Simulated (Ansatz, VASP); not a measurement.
# One calculation of GaP, two programs

Contents of INCAR:

```
SYSTEM = GaP
PREC = Accurate ; ENCUT = 500
EDIFF = 1E-6 ; ISMEAR = -1
SIGMA = 0.05 ; LREAL = .False.
LASPH = .True. ; NELM = 120
ALGO = Normal ; ISIF = 2
LWAVE = .False. ; LCHARG = .False.
GGA = PE ; NBANDS = 16
GGA_COMPAT = .False.
```

File KPOINTS:

```
Automatic mesh
0
Gamma
  8 8 9
  0 0 0
```

The input POSCAR:

```
GaP
1.0
    3.4334602406      0.0000000000      0.0000000000
    0.0000000000      3.4334602406      0.0000000000
    0.0000000000      0.0000000000      2.7837503057
Ga P
1 1
Direct
    0.0000000000      0.0000000000      0.0000000000
    0.5000000000      0.5000000000      0.5000000000
```

Contents of input.yaml:

```yaml
crystal:
  lattice:
    - [3.4334602406, 0.0, 0.0]
    - [0.0, 3.4334602406, 0.0]
    - [0.0, 0.0, 2.7837503057]
  atoms:
    - { symbol: Ga, position: [0.0, 0.0, 0.0] }
    - { symbol: P, position: [0.5, 0.5, 0.5] }
hamiltonian:
  xc: pbe
  pseudopotentials: { kind: paw, azcp: { folder: soft_1 } }
kpoints:
  mp_grid: { grid: [8, 8, 9] }
scf:
  occupations: { method: fermi_dirac, width: 0.05 }
output:
  forces: true
  stress: true
  eigenvalues: true
```

Alike in both runs: task single point; functional PBE; k mesh 8 × 8 × 9; occupations fermi-dirac, width 0.05 eV; no spin polarisation.

|  | VASP | Ansatz |
| --- | --- | --- |
| version | VASP 6.6.1 | Ansatz 0.2.0 |
| potentials or method | VASP PAW PBE potentials, release 64 (Ga_d, P) | Ansatz PAW soft_1 |
| plane-wave cutoff (eV) | 500 | 420 |
| valence electrons in the cell | 18 | 18 |

```csv
,VASP,Ansatz,Ansatz less VASP
gap on the k mesh at the Fermi level (eV),none,none,-
pressure (GPa),1.4,1.4,-0.01
```

A gap of «none» marks a metal or a gap that the smearing closes. With one functional, cell and mesh, what is left measures potentials, basis and numerics.
